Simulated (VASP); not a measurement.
# CaSe: relaxation of cell and atoms with r2SCAN

The system is CaSe.

```xyz
4
Lattice="5.0286 0.0000 0.0000 -2.5143 4.3549 0.0000 0.0000 0.0000 5.8955" Properties=species:S:1:pos:R:3 pbc="T T T"
Ca    0.0000    2.9033   -0.3684
Ca    2.5143    1.4516    2.5794
Se    0.0000    2.9033    2.5792
Se    2.5143    1.4516    5.5269
```

```yaml
Program: VASP 6.6.1
Task: relaxation of cell and atoms
Functional: r2SCAN
Potentials_or_basis: VASP PAW PBE potentials, release 64 (Ca_sv, Se)
Cutoff: 600 eV
k_mesh: 6 × 6 × 4
Occupations: fermi-dirac, width 0.02 eV
Spin: no spin polarisation
Dipole_correction: no
Further_INCAR_settings: ALGO = Normal; EDIFF = 1e-06; IBRION = 2; EDIFFG = -0.005; NSW = 80; ISIF = 3
```

```json
{
 "Relaxed volume": "32.04 Å³/atom",
 "Relaxed cell": "a = 5.015 Å, b = 5.015 Å, c = 5.885 Å, α = 90.00°, β = 90.00°, γ = 120.00°",
 "Space group after relaxing (to 0.1 Å)": "P6_3/mmc (No. 194)",
 "Energy gained by relaxing": "0.2 meV/atom",
 "Ionic steps": "5",
 "Pressure after relaxing": "0.0 GPa",
 "Band gap on the k mesh": "2.90 eV (least direct gap 3.03 eV)"
}
```

The path:
| step | energy change (eV) | largest force (eV/Å) | pressure (GPa) | volume (Å³) |
| --- | --- | --- | --- | --- |
| 1 | 0.0000 | 0.0005 | -0.30 | 129.11 |
| 2 | -0.0009 | 0.0004 | 0.05 | 128.00 |
| 3 | -0.0009 | 0.0004 | 0.00 | 128.14 |
| 4 | -0.0009 | 0.0004 | -0.01 | 128.16 |
| 5 | -0.0009 | 0.0003 | 0.00 | 128.15 |

Final structure:
```xyz
4
Lattice="5.0146 0.0000 0.0000 -2.5073 4.3428 0.0000 0.0000 0.0000 5.8848" Properties=species:S:1:pos:R:3 pbc="T T T"
Ca    0.0000    2.8952    5.5170
Ca    2.5073    1.4476    2.5746
Se    0.0000    2.8952    2.5745
Se    2.5073    1.4476    5.5169
```

Levels at points of the mesh, in eV from the valence-band top:
```
           k point  band 12  band 13  band 14  band 15  band 16  band 17  band 18  band 19  band 20
(0.00, 0.00, 0.00)    -1.56    -1.56    -1.06    -1.06     0.00     3.03     4.10     4.10     4.93
(0.50, 0.00, 0.00)    -1.63    -1.58    -1.43    -0.99    -0.51     3.55     3.70     4.16     5.11
(0.00, 0.00, 0.50)    -1.92    -1.39    -1.39    -1.39    -1.39     4.22     4.22     5.55     5.55
(0.50, 0.00, 0.50)    -2.65    -1.23    -1.23    -1.05    -1.05     4.04     4.04     5.21     5.21
```

It took 15 min on 1 thread of Intel(R) Xeon(R) Platinum 8488C (Sapphire Rapids) (shared host), peak memory 0.33 GiB.

Caveat: the structure was generated, so it needn't be the stable form of CaSe; the PAW data sets were made with another functional, which shifts forces and pressure a little. A k mesh can miss the band edges.
